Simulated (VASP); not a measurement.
# TiAl (P4/mmm) in VASP: notebook, part 2 of 2

VASP 6.6.1. Earlier steps stand in the parts before.

## 3. Single point, LDA (16.16 Å³/atom)

INCAR reads:

```
PREC = Accurate ; ENCUT = 520
EDIFF = 1E-6 ; ISMEAR = 0
SIGMA = 0.15 ; LREAL = False
LASPH = True ; NELM = 60
ALGO = Fast ; ISIF = 2
LWAVE = False ; LCHARG = False
GGA = CA ; NBANDS = 14
```

KPOINTS reads:

```
regular mesh
0
Gamma
  16 16 16
```

POSCAR reads:

```
TiAl
1.0
    3.3057091376      0.0000000000      0.0000000000
    0.0000000000      3.3057091376      0.0000000000
    0.0000000000      0.0000000000      2.9576179654
Ti Al
1 1
Direct
    0.0000000000      0.0000000000      0.0000000000
    0.5000000000      0.5000000000      0.5000000000
```

Potentials or basis: VASP PAW LDA potentials, release 64 (Ti_sv, Al).

On the command line:

```console
$ cat potpaw_LDA.64/Ti_sv/POTCAR potpaw_LDA.64/Al/POTCAR > POTCAR
$ mpirun -np 1 vasp_std > vasp.out
```

Wall time 8.4 min (1 thread of Intel Xeon 8259CL, shared host); peak memory 0.3 GiB.

Results (log left out):

| Item | Value |
| --- | --- |
| Free energy | -13.3001 eV |
| Pressure | -5.9 GPa |
| Band gap on the k mesh | zero (an odd number of electrons rules out a gap without spin polarisation) |

Stress tensor (GPa, compression positive):
```
-5.26  0.00  0.00
 0.00 -5.26  0.00
 0.00  0.00 -7.28
```

Levels at points of the mesh, in eV from the Fermi level:
```
           k point  band 3  band 4  band 5  band 6  band 7  band 8  band 9  band 10  band 11  band 12
(0.00, 0.00, 0.00)  -32.77  -32.59   -9.12   -1.48   -1.26    1.44    2.05     2.05     3.48     3.48
(0.50, 0.00, 0.00)  -32.76  -32.58   -6.25   -5.13   -0.61   -0.28    1.00     2.19     2.61     6.45
(0.50, 0.50, 0.00)  -32.87  -32.57   -5.40   -2.31   -2.31   -1.55    1.33     1.33     2.46     3.96
(0.00, 0.00, 0.50)  -32.73  -32.73   -5.15   -4.84   -0.27   -0.19   -0.19     1.81     3.83     6.68
(0.50, 0.00, 0.50)  -32.85  -32.72   -4.64   -2.06   -1.40   -1.24    0.33     0.61     2.79     4.76
(0.50, 0.50, 0.50)  -32.83  -32.83   -2.98   -2.95   -2.95    0.68    2.59     2.94     2.94     3.08
```

Caveat: the cell stands under tension.

## 4. Single point, LDA (16.16 Å³/atom)

INCAR reads:

```
SYSTEM = TiAl
PREC = Accurate
ENCUT = 520
EDIFF = 1E-6
ISMEAR = 0
SIGMA = 0.15
LREAL = .FALSE.
LASPH = .TRUE.
NELM = 80
ALGO = Fast
ISIF = 2
LWAVE = .FALSE.
LCHARG = .FALSE.
NBANDS = 14
```

KPOINTS reads:

```
Automatic mesh
0
G
  16 16 16
  0 0 0
```

POSCAR reads:

```
TiAl
1.0
    2.8499762408      0.0000000000      0.0000000000
    0.0000000000      2.8499762408      0.0000000000
    0.0000000000      0.0000000000      3.9791368275
Ti Al
1 1
Direct
    0.0000000000      0.0000000000      0.0000000000
    0.5000000000      0.5000000000      0.5000000000
```

Potentials or basis: VASP PAW LDA potentials, release 64 (Ti_sv, Al).

On the command line:

```console
$ cat potpaw_LDA.64/Ti_sv/POTCAR potpaw_LDA.64/Al/POTCAR > POTCAR
$ mpirun -np 1 vasp_std > vasp.out
```

OUTCAR:

```text
SYSTEM = TiAl
   PREC = Accurate
   ENCUT = 520
   EDIFF = 1E-6
   ISMEAR = 0
   LREAL = .FALSE.
   LASPH = .TRUE.
   NELM = 80
   ISIF = 2

 ion  position               nearest neighbor table
   1  0.000  0.000  0.000-   2 2.83   2 2.83   2 2.83   2 2.83   2 2.83   2 2.83   2 2.83   2 2.83

   2  0.500  0.500  0.500-   1 2.83   1 2.83   1 2.83   1 2.83   1 2.83   1 2.83   1 2.83   1 2.83

  LATTYP: Found a simple tetragonal cell.
 ALAT       =     2.8499762408
 C/A-ratio  =     1.3962000000

  Lattice vectors:

[... 598 lines left out ...]

  FORCE on cell =-STRESS in cart. coord.  units (eV):
  Direction    XX          YY          ZZ          XY          YZ          ZX
  --------------------------------------------------------------------------------------
  -------------------------------------------------------------------------------------
  Total       -1.4073703     -1.4073703     -0.8918894      0.0000000      0.0000000      0.0000000
  in kB      -69.7666083    -69.7666083    -44.2130271      0.0000000      0.0000000      0.0000000
  external PRESSURE =     -61.2487479 kB  Pullay stress =       0.0000000 kB

 VOLUME and BASIS-vectors are now :
 -----------------------------------------------------------------------------
  energy-cutoff  :      520.00
  volume of cell :       32.32
      direct lattice vectors                 reciprocal lattice vectors
     2.849976241  0.000000000  0.000000000     0.350880118  0.000000000  0.000000000
     0.000000000  2.849976241  0.000000000     0.000000000  0.350880118  0.000000000
     0.000000000  0.000000000  3.979136828     0.000000000  0.000000000  0.251310785

 POSITION                                       TOTAL-FORCE (eV/Angst)
 -----------------------------------------------------------------------------------
      0.00000      0.00000      0.00000         0.000000      0.000000      0.000000
      1.42499      1.42499      1.98957         0.000000      0.000000      0.000000
 -----------------------------------------------------------------------------------
    total drift:                                0.000000      0.000000      0.000000

  FREE ENERGIE OF THE ION-ELECTRON SYSTEM (eV)
  ---------------------------------------------------
  free  energy   TOTEN  =       -13.5563024808 eV

  energy  without entropy=      -13.5350546076  energy(sigma->0) =      -13.54567854
```

OSZICAR:

```text
N       E                     dE             d eps       ncg     rms          rms(c)
DAV:   1     0.986896700960E+02    0.98690E+02   -0.71061E+03 11358   0.108E+03
DAV:   2    -0.955383550707E+01   -0.10824E+03   -0.10415E+03 11736   0.299E+02
DAV:   3    -0.150189923428E+02   -0.54652E+01   -0.53275E+01 17246   0.645E+01
[... 16 lines left out ...]
RMM:  20    -0.135562963332E+02   -0.44988E-05   -0.44968E-05 12793   0.227E-02    0.425E-03
RMM:  21    -0.135562986714E+02   -0.23382E-05   -0.22798E-05 12672   0.189E-02    0.322E-03
RMM:  22    -0.135563005877E+02   -0.19163E-05   -0.19378E-05 11287   0.150E-02    0.325E-03
RMM:  23    -0.135563016249E+02   -0.10372E-05   -0.10368E-05 11141   0.131E-02    0.278E-03
RMM:  24    -0.135563024808E+02   -0.85591E-06   -0.89647E-06 11343   0.119E-02
   1 F= -.13556302E+02 E0= -.13545679E+02  d E =-.212479E-01
```

It took 6.8 min on 1 thread of Intel Xeon 8259CL, shared host; peak memory 0.29 GiB.

Results:

```yaml
Free_energy: -13.5563 eV
Pressure: -6.1 GPa
Band_gap_on_the_k_mesh: zero (an odd number of electrons rules out a gap without spin polarisation)
```

Stress tensor (GPa, compression positive):
```
-6.98  0.00  0.00
 0.00 -6.98  0.00
 0.00  0.00 -4.42
```

Caveat: the cell stands under tension.

## 5. Single point, LDA (16.16 Å³/atom)

INCAR reads:

```
SYSTEM = TiAl
ALGO     = Fast           ! electronic algorithm
EDIFF    = 1E-6           ! SCF threshold, eV
ENCUT    = 520            ! plane-wave cutoff, eV
GGA      = CA             ! functional
ISIF     = 2              ! what is computed and relaxed
ISMEAR   = 0              ! smearing method
LASPH    = .True.         ! aspherical terms in the spheres
LCHARG   = .False.        ! write CHGCAR
LREAL    = .False.        ! projectors in reciprocal space
LWAVE    = .False.        ! write WAVECAR
NBANDS   = 14             ! bands
NELM     = 60             ! most SCF steps
PREC     = Accurate       ! precision mode
SIGMA    = 0.15           ! smearing width, eV
```

KPOINTS reads:

```
k-points
0
Gamma
  16 16 16
  0 0 0
```

POSCAR reads:

```
TiAl
1.0
    2.9576478162      0.0000000000      0.0000000000
    0.0000000000      2.9576478162      0.0000000000
    0.0000000000      0.0000000000      3.6946936520
Ti Al
1 1
Direct
    0.0000000000      0.0000000000      0.0000000000
    0.5000000000      0.5000000000      0.5000000000
```

On the command line:

```console
$ cat potpaw_LDA.64/Ti_sv/POTCAR potpaw_LDA.64/Al/POTCAR > POTCAR
$ mpirun -np 1 vasp_std > vasp.out
```

Wall time 6.5 min (1 thread of Intel Xeon 8259CL, shared host); peak memory 0.29 GiB.

It converged, with:

```
Free energy            : -13.4740 eV
Pressure               : -6.4 GPa
Band gap on the k mesh : zero (an odd number of electrons rules out a gap without spin polarisation)
```

Stress tensor (GPa, compression positive):
```
-9.05  0.00  0.00
 0.00 -9.05  0.00
 0.00  0.00 -0.95
```

Levels at points of the mesh, in eV from the Fermi level:
```csv
k point,band 4,band 5,band 6,band 7,band 8,band 9,band 10,band 11
"(0.00, 0.00, 0.00)",-32.45,-9.00,-1.60,-0.97,1.24,1.85,1.85,2.68
"(0.50, 0.00, 0.00)",-32.42,-5.04,-4.71,-1.14,-0.28,1.16,2.17,3.95
"(0.50, 0.50, 0.00)",-32.66,-3.81,-1.03,-1.03,-0.85,-0.02,-0.02,3.64
"(0.00, 0.00, 0.50)",-32.45,-6.97,-5.14,-0.61,1.13,1.13,1.49,2.73
"(0.50, 0.00, 0.50)",-32.42,-5.04,-2.61,-1.43,-1.28,1.31,1.67,1.97
"(0.50, 0.50, 0.50)",-32.69,-2.71,-2.67,-2.67,1.10,2.33,2.78,3.65
```

Caveat: the stress differs along the axes, from -9 to -1 GPa.

## 6. Single point, LDA (16.62 Å³/atom)

This run uses another cell than the first one, of 16.62 Å³/atom.

INCAR reads:

```
SYSTEM = TiAl
PREC = Accurate
ENCUT = 520
EDIFF = 1E-6
ISMEAR = 0
SIGMA = 0.15
LREAL = .FALSE.
LASPH = .TRUE.
NELM = 60
ALGO = Fast
ISIF = 2
LWAVE = .FALSE.
LCHARG = .TRUE.
GGA = CA
LELF = .TRUE.
LVHAR = .TRUE.
NBANDS = 14
```

KPOINTS reads:

```
regular mesh
0
G
  16 16 16
  0 0 0
```

POSCAR reads:

```
TiAl
1.0
    2.8765923906      0.0000000000      0.0000000000
    0.0000000000      2.8765923906      0.0000000000
    0.0000000000      0.0000000000      4.0162982958
Ti Al
1 1
Direct
    0.0000000000      0.0000000000      0.0000000000
    0.5000000000      0.5000000000      0.5000000000
```

Potentials or basis: VASP PAW LDA potentials, release 64 (Ti_sv, Al).

On the command line:

```console
$ cat potpaw_LDA.64/Ti_sv/POTCAR potpaw_LDA.64/Al/POTCAR > POTCAR
$ mpirun -np 1 vasp_std > vasp.out
```

Run time: 6.6 min. Hardware: 1 thread of Intel Xeon 8259CL, shared host; peak memory 0.3 GiB.

The run converged. Its results:

| Property | Result |
| --- | --- |
| Free energy | -13.5136 eV |
| Pressure | -8.8 GPa |
| Band gap on the k mesh | zero (an odd number of electrons rules out a gap without spin polarisation) |

Stress tensor (GPa, compression positive):
```
-9.65  0.00  0.00
 0.00 -9.65  0.00
 0.00  0.00 -7.10
```

Levels at points of the mesh, in eV from the Fermi level:
```tsv
k point	band 5	band 6	band 7	band 8	band 9	band 10	band 11	band 12
(0.00, 0.00, 0.00)	-8.86	-1.74	-0.82	-0.02	1.99	1.99	3.01	6.30
(0.50, 0.00, 0.00)	-4.61	-4.45	-1.55	-0.25	1.52	2.32	4.17	5.33
(0.50, 0.50, 0.00)	-3.25	-0.56	-0.56	-0.48	-0.18	-0.18	3.96	4.63
(0.00, 0.00, 0.50)	-7.31	-5.12	-0.63	0.76	1.58	1.58	3.02	7.78
(0.50, 0.00, 0.50)	-4.88	-2.77	-1.19	-1.15	1.41	1.59	2.06	3.78
(0.50, 0.50, 0.50)	-2.47	-2.29	-2.29	1.41	2.04	2.77	3.96	4.01
```

Caveat: the cell stands under tension.

## 7. Overview

| cell | further INCAR settings | gap on the mesh (eV) | pressure (GPa) |
| --- | --- | --- | --- |
| a = 3.013, b = 3.013, c = 3.560 Å, 2 atoms | ALGO = Fast; EDIFF = 1e-07; NBANDS = 14 | none | -6.2 |
| a = 3.306, b = 3.306, c = 2.958 Å, 2 atoms | ALGO = Fast; EDIFF = 1e-06; NBANDS = 14 | none | -5.9 |
| a = 2.850, b = 2.850, c = 3.979 Å, 2 atoms | ALGO = Fast; EDIFF = 1e-06; NBANDS = 14 | none | -6.1 |
| a = 2.958, b = 2.958, c = 3.695 Å, 2 atoms | ALGO = Fast; EDIFF = 1e-06; NBANDS = 14 | none | -6.4 |
| a = 2.877, b = 2.877, c = 4.016 Å, 2 atoms | ALGO = Fast; EDIFF = 1e-06; NBANDS = 14 | none | -8.8 |

Alike in all rows: task single point; level LDA; potentials or basis VASP PAW LDA potentials, release 64 (Ti_sv, Al); no spin polarisation; k mesh 16 × 16 × 16; cutoff (eV) 520; smearing gaussian 0.15 eV.

Caveats: the cell stands under tension (at least some runs); the stress differs along the axes, from -9 to -0 GPa (at least some runs); the stress differs along the axes, from -9 to -1 GPa (at least some runs).

Absolute energies hang on the potentials; compare differences alone.
